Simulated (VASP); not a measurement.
# Ge5Pd (F-43m) in VASP: notebook, part 2 of 2

VASP 6.6.1.

**3. Relaxation of cell and atoms, PBE**

This run uses another cell than the first one, of 18.61 Å³/atom, 0.954 times its volume.

INCAR reads:

```
PREC = Accurate
ENCUT = 600
EDIFF = 1E-7
ISMEAR = 0
SIGMA = 0.1
LREAL = F
LASPH = T
NELM = 100
ALGO = Normal
ISIF = 3
LWAVE = F
LCHARG = F
GGA = PE
IBRION = 2
NSW = 100
EDIFFG = -0.01
```

KPOINTS reads:

```
Automatic mesh
0
Gamma
  8 8 8
```

POSCAR reads:

```
Ge5Pd
1.0
    0.0000000000      3.8217159400      3.8217159400
    3.8217159400      0.0000000000      3.8217159400
    3.8217159400      3.8217159400      0.0000000000
Ge Pd
5 1
Direct
    0.2500000000      0.2500000000      0.2500000000
    0.1250000000      0.6250000000      0.6250000000
    0.6250000000      0.6250000000      0.6250000000
    0.6250000000      0.1250000000      0.6250000000
    0.6250000000      0.6250000000      0.1250000000
    0.0000000000      0.0000000000      0.0000000000
```

Potentials or basis: VASP PAW PBE potentials, release 64 (Ge_d, Pd).

The run is started by

```
$ cat potpaw_PBE.64/Ge_d/POTCAR potpaw_PBE.64/Pd/POTCAR > POTCAR
$ mpirun -np 1 vasp_std > vasp.out
```

OUTCAR:

```text
PREC = Accurate
   ENCUT = 600
   EDIFF = 1E-7
   ISMEAR = 0
   LREAL = F
   LASPH = T
   NELM = 100
   ISIF = 3
   GGA = PE
   IBRION = 2
   NSW = 100
   EDIFFG = -0.01

 ion  position               nearest neighbor table
   1  0.250  0.250  0.250-
   2  0.125  0.625  0.625-   3 2.70   5 2.70   4 2.70   3 2.70   4 2.70   5 2.70   6 3.17   6 3.17
                             6 3.17
   3  0.625  0.625  0.625-   2 2.70   4 2.70   5 2.70   5 2.70   4 2.70   2 2.70   6 3.17   6 3.17
                             6 3.17
   4  0.625  0.125  0.625-   3 2.70   5 2.70   2 2.70   3 2.70   5 2.70   2 2.70   6 3.17   6 3.17
                             6 3.17
   5  0.625  0.625  0.125-   3 2.70   2 2.70   3 2.70   4 2.70   4 2.70   2 2.70   6 3.17   6 3.17
                             6 3.17
   6  0.000  0.000  0.000-   3 3.17   3 3.17   3 3.17   2 3.17   4 3.17   5 3.17   2 3.17   5 3.17
                             4 3.17   2 3.17   4 3.17   5 3.17

  LATTYP: Found a face centered cubic cell.
 ALAT       =     7.6434318800

  Lattice vectors:

 A1 = (   0.0000000000,   3.8217159400,   3.8217159400)
 A2 = (   3.8217159400,   0.0000000000,   3.8217159400)
 A3 = (   3.8217159400,   3.8217159400,   0.0000000000)

Analysis of symmetry for initial positions (statically):
=====================================================================
 Subroutine PRICEL returns:
 Original cell was already a primitive cell.

 Routine SETGRP: Setting up the symmetry group for a
 face centered cubic supercell.

 Subroutine GETGRP returns: Found 24 space group operations
 (whereof 24 operations were pure point group operations)
 out of a pool of 48 trial point group operations.

The static configuration has the point symmetry T_d .

Analysis of symmetry for dynamics (positions and initial velocities):
=====================================================================
 Subroutine PRICEL returns:
 Original cell was already a primitive cell.

 Routine SETGRP: Setting up the symmetry group for a
 face centered cubic supercell.

 Subroutine GETGRP returns: Found 24 space group operations
 (whereof 24 operations were pure point group operations)
 out of a pool of 48 trial point group operations.

The dynamic configuration has the point symmetry T_d .

 Subroutine INISYM returns: Found 24 space group operations
 (whereof 24 operations are pure point group operations),
 and found     1 'primitive' translations

----------------------------------------------------------------------------------------

                                     Primitive cell

  volume of cell :     111.6362

  direct lattice vectors                    reciprocal lattice vectors
     0.000000000  3.821715940  3.821715940    -0.130831283  0.130831283  0.130831283
     3.821715940  0.000000000  3.821715940     0.130831283 -0.130831283  0.130831283
     3.821715940  3.821715940  0.000000000     0.130831283  0.130831283 -0.130831283

  length of vectors
     5.404722514  5.404722514  5.404722514     0.226606430  0.226606430  0.226606430

  position of ions in fractional coordinates (direct lattice)
     0.250000000  0.250000000  0.250000000
     0.125000000  0.625000000  0.625000000
     0.625000000  0.625000000  0.625000000
     0.625000000  0.125000000  0.625000000
     0.625000000  0.625000000  0.125000000
[... 42 lines left out ...]
  0.375000  0.000000  0.000000      8.000000
  0.500000  0.000000  0.000000      4.000000
  0.125000  0.125000  0.000000      6.000000
[... 16 lines left out ...]
  0.500000  0.250000  0.125000     48.000000
 -0.375000  0.250000  0.125000     24.000000
 [... further k-points ...]
   k-points           NKPTS =     29   k-points in BZ     NKDIM =     29   number of bands    NBANDS=     48
   number of dos      NEDOS =    301   number of ions     NIONS =      6
   total plane-waves  NPLWV = 110592
   dimension x,y,z NGX =    48 NGY =   48 NGZ =   48
   dimension x,y,z NGXF=    96 NGYF=   96 NGZF=   96
   ions per type =               5   1
   NGX,Y,Z   is equivalent  to a cutoff of  14.76, 14.76, 14.76 a.u.
   NGXF,Y,Z  is equivalent  to a cutoff of  29.53, 29.53, 29.53 a.u.
 SYSTEM =  unknown system
   PREC   = accura    normal or accurate (medium, high low for compatibility)
   ISTART =      0    job   : 0-new  1-cont  2-samecut
   ICHARG =      2    charge: 1-file 2-atom 10-const
   ISPIN  =      1    spin polarized calculation?
   LNONCOLLINEAR =      F non collinear calculations
   LSORBIT =      F    spin-orbit coupling
   LASPH  =      T    aspherical Exc in radial PAW
   ENCUT  =  600.0 eV  44.10 Ry    6.64 a.u.  10.79 10.79 10.79*2*pi/ulx,y,z
   NELM   =    100;   NELMIN=  2; NELMDL= -5     # of ELM steps
   EDIFF  = 0.1E-06   stopping-criterion for ELM
   LREAL  =      F    real-space projection
   EDIFFG = -.1E-01   stopping-criterion for IOM
   NSW    =    100    number of steps for IOM
   IBRION =      2    ionic relax: 0-MD 1-quasi-New 2-CG
   NFREE  =      1    steps in history (QN), initial steepest desc. (CG)
   ISIF   =      3    stress and relaxation
   ISYM   =      2    0-nonsym 1-usesym 2-fastsym
   POTIM  = 0.5000    time-step for ionic-motion
   TEBEG  =    0.0;   TEEND  =   0.0 temperature during run
   PSTRESS=    0.0 pullay stress
   NELECT =      80.0000    total number of electrons
   NUPDOWN=      -1.0000    fix difference up-down
   EMIN   =  10.00;   EMAX   =-10.00  energy-range for DOS
   EFERMI =   0.00;   METHOD = LEGACY
   ISMEAR =     0;   SIGMA  =   0.10  broadening in eV -4-tet -1-fermi 0-gaus
   EFERMI_NEDOS =   21; number of points for ismear=-14 and -15
   IALGO  =     38    algorithm
   IMIX   =      4    mixing-type and parameters
     AMIX     =   0.40;   BMIX     =  1.00
     AMIX_MAG =   1.60;   BMIX_MAG =  1.00
  volume/ion in A,a.u.               =      18.61       125.56
  Fermi-wavevector in a.u.,A,eV,Ry     =   1.464996  2.768441 29.201002  2.146213
  Thomas-Fermi vector in A             =   2.580906
   LORBIT       =      0    0 simple, 1 ext, 2 COOP (PROOUT), +10 PAW based schemes
   GGA     = PE    functional components
   LHFCALC =     F    Hartree Fock is set to
   AEXX    =    0.0000 exact exchange contribution
   IVDW    =     0    specifies the selected vdW correction
   LEPSILON=     F    determine dielectric tensor
   LRPA    =     F    only Hartree local field effects (RPA)
 conjugate gradient relaxation of ions
 non-spin polarized calculation
 Gauss-broadening in eV      SIGMA  =   0.10
  energy-cutoff  :      600.00
  volume of cell :      111.64
 maximum number of plane-waves:      3750
 NGX is ok and might be reduce to    48
   NGX = 21   NGY = 21   NGZ = 21

--------------------------------------- Ionic step        1  -------------------------------------------

 number of electron      79.9999992 magnetization

 Free energy of the ion-electron system (eV)
  ---------------------------------------------------
  ext. energy  EPLUGINS =         0.00000000
  ---------------------------------------------------
  free energy    TOTEN  =       -25.43737298 eV

  energy without entropy =      -25.41995727  energy(sigma->0) =      -25.42866512

------------------------ aborting loop because EDIFF is reached ----------------------------------------

  FORCE on cell =-STRESS in cart. coord.  units (eV):
  Direction    XX          YY          ZZ          XY          YZ          ZX
  --------------------------------------------------------------------------------------
  -------------------------------------------------------------------------------------
  Total        2.4438933      2.4438933      2.4438933      0.0000000      0.0000000      0.0000000
  in kB       35.0741867     35.0741867     35.0741867      0.0000000      0.0000000      0.0000000
  external PRESSURE =      35.0741867 kB  Pullay stress =       0.0000000 kB
[... 67 lines left out ...]
--------------------------------------- Ionic step        3  -------------------------------------------

 number of electron      80.0000026 magnetization

 Free energy of the ion-electron system (eV)
  ---------------------------------------------------
  ext. energy  EPLUGINS =         0.00000000
  ---------------------------------------------------
  free energy    TOTEN  =       -25.49396156 eV

  energy without entropy =      -25.47686083  energy(sigma->0) =      -25.48541119

 E-fermi :   6.5317     XC(G=0): -11.1506

 val. band max:        6.5045261922   @ k =   0.2500   0.1250   0.0000
 cond. band min:       6.5430773751   @ k =  -0.2500   0.3750   0.1250
 fundamental gap:      0.0385511829
 Fermi energy:         6.5316855386

 k-point     1 :       0.0000    0.0000    0.0000
  band No.  band energies     occupation
      1     -18.4225      2.00000
      2     -18.4225      2.00000
      3     -18.4208      2.00000
      4     -18.4208      2.00000
      5     -18.4208      2.00000
      6     -18.3996      2.00000
[... 1213 lines left out ...]
     47      10.5592      0.00000
     48      10.8111      0.00000

 [... further k-points ...]
[... 5 lines left out ...]
  --------------------------------------------------------------------------------------
  -------------------------------------------------------------------------------------
  Total        0.0069449      0.0069449      0.0069449      0.0000000      0.0000000      0.0000000
  in kB        0.0950811      0.0950811      0.0950811      0.0000000      0.0000000      0.0000000
  external PRESSURE =       0.0950811 kB  Pullay stress =       0.0000000 kB
[... 21 lines left out ...]
  FREE ENERGIE OF THE ION-ELECTRON SYSTEM (eV)
  ---------------------------------------------------
  free  energy   TOTEN  =       -25.4939615600 eV

  energy  without entropy=      -25.4768608284  energy(sigma->0) =      -25.48541119

 reached required accuracy - stopping structural energy minimisation
```

CONTCAR:

```text
Ge5Pd
   1.00000000000000
     0.0000000000000000    3.8822458187088347    3.8822458187088347
     3.8822458187088347    0.0000000000000000    3.8822458187088347
     3.8822458187088347    3.8822458187088347    0.0000000000000000
  Ge              Pd
     5     1
Direct
     0.2500000000000000    0.2500000000000000    0.2500000000000000
     0.1246965628119912    0.6251011457293363    0.6251011457293363
     0.6251011457293363    0.6251011457293363    0.6251011457293363
     0.6251011457293363    0.1246965628119912    0.6251011457293363
     0.6251011457293363    0.6251011457293363    0.1246965628119912
     0.0000000000000000    0.0000000000000000    0.0000000000000000

  0.00000000E+00  0.00000000E+00  0.00000000E+00
  0.00000000E+00  0.00000000E+00  0.00000000E+00
  0.00000000E+00  0.00000000E+00  0.00000000E+00
  0.00000000E+00  0.00000000E+00  0.00000000E+00
  0.00000000E+00  0.00000000E+00  0.00000000E+00
  0.00000000E+00  0.00000000E+00  0.00000000E+00
```

It took 6.7 min on 1 thread of Intel Xeon Platinum 8488C (Sapphire Rapids), shared host; peak memory 0.43 GiB.

What came out:

* Free energy: -25.4940 eV
* Relaxed volume: 19.50 Å³/atom
* Relaxed cell: a = 5.490 Å, b = 5.490 Å, c = 5.490 Å, α = 60.00°, β = 60.00°, γ = 60.00°
* Space group after relaxing (to 0.05 Å): F-43m (No. 216)
* Energy gained by relaxing: 9.4 meV/atom
* Ionic steps: 3
* Pressure after relaxing: 0.0 GPa
* Band gap on the k mesh: zero (band 40 reaches 7.32 eV, above the bottom of band 41 at 5.94 eV)

Step by step:
| step | energy change (eV) | largest force (eV/Å) | pressure (GPa) | volume (Å³) |
| --- | --- | --- | --- | --- |
| 1 | 0.0000 | 0.0343 | 3.51 | 111.64 |
| 2 | -0.0536 | 0.0024 | -0.72 | 118.35 |
| 3 | -0.0566 | 0.0086 | 0.01 | 117.03 |

Final structure:
```
Ge Pd
1.0
     0.00000    3.88225    3.88225
     3.88225    0.00000    3.88225
     3.88225    3.88225    0.00000
Ge Pd
5 1
Direct
  0.25000 0.25000 0.25000
  0.12470 0.62510 0.62510
  0.62510 0.62510 0.62510
  0.62510 0.12470 0.62510
  0.62510 0.62510 0.12470
  0.00000 0.00000 0.00000
```

**4. Single point, PBE, collinear spin, ferromagnetic start**

This run uses another cell than the first one, of 18.61 Å³/atom, 0.954 times its volume.

INCAR reads:

```
PREC     = Accurate       # precision mode
ENCUT    = 520            # plane-wave cutoff, eV
EDIFF    = 1E-6           # SCF threshold, eV
ISMEAR   = 0              # smearing method
SIGMA    = 0.1            # smearing width, eV
LREAL    = False          # projectors in reciprocal space
LASPH    = True           # aspherical terms in the spheres
NELM     = 150            # most SCF steps
ALGO     = Normal         # electronic algorithm
ISIF     = 2              # what is computed and relaxed
LWAVE    = False          # write WAVECAR
LCHARG   = False          # write CHGCAR
ISPIN    = 2              # spin polarisation
MAGMOM   = 0 0 0 0 0 1    # initial moments
LORBIT   = 11             # projections on sites
LMAXMIX  = 4              # l up to which the mixer works
GGA      = PE             # functional
NBANDS   = 53             # bands
```

KPOINTS reads:

```
regular mesh
0
Gamma
  4 4 4
```

POSCAR is that of step 3.

The run is started by

```
$ cat potpaw_PBE.64/Ge_d/POTCAR potpaw_PBE.64/Pd/POTCAR > POTCAR
$ mpirun -np 1 vasp_std > vasp.out
```

Wall time 70 s (1 thread of Intel Xeon Platinum 8488C (Sapphire Rapids), shared host); peak memory 0.31 GiB.

Results (log left out):

```yaml
Free_energy: -25.2734 eV
Pressure: 3.4 GPa
Band_gap_on_the_k_mesh: zero (filled and empty bands overlap)
Net_moment: 0.00 μB per cell
Valence_electrons_inside_the_program's_atomic_spheres: Ge 12.11, 12.27; Pd 9.14
```

Levels at points of the mesh, in eV from the Fermi level:
Spin up:
| k point | band 38 | band 39 | band 40 | band 41 | band 42 | band 43 |
| --- | --- | --- | --- | --- | --- | --- |
| (0.00, 0.00, 0.00) | -1.55 | -1.55 | -0.10 | -0.10 | -0.05 | -0.05 |
| (0.50, 0.00, 0.00) | -1.92 | -0.52 | 0.25 | 0.25 | 0.55 | 0.81 |
| (0.50, 0.50, 0.00) | -0.55 | -0.55 | 0.56 | 0.63 | 0.64 | 0.64 |
Spin down:
```csv
k point,band 36,band 37,band 38,band 39,band 40,band 41,band 42,band 43,band 44,band 45
"(0.00, 0.00, 0.00)",-3.56,-1.55,-1.55,-1.55,-0.10,-0.10,-0.05,-0.05,-0.05,1.23
"(0.50, 0.00, 0.00)",-2.08,-1.92,-1.92,-0.52,0.25,0.25,0.55,0.81,0.81,2.76
"(0.50, 0.50, 0.00)",-2.13,-1.79,-0.55,-0.55,0.56,0.63,0.64,0.64,1.96,1.98
```

**5. Summary**

```tsv
task	spin	cell	k mesh	cutoff (eV)	gap on the mesh (eV)	pressure (GPa)
single point	off	a = 5.490 Å, angles 60.0°, 6 atoms	8 × 8 × 8	520	none	0.0
relaxation of cell and atoms	off	relaxed from a = 5.405 Å, angles 60.0°, 6 atoms	8 × 8 × 8	600	none	0.0
single point	collinear, ferromagnetic start	a = 5.405 Å, angles 60.0°, 6 atoms	4 × 4 × 4	520	none	3.4
```

Alike in all rows: level PBE; potentials or basis VASP PAW PBE potentials, release 64 (Ge_d, Pd); smearing gaussian 0.1 eV.

Total energies depend on the potentials used, so only differences within one code and one set of settings carry meaning.
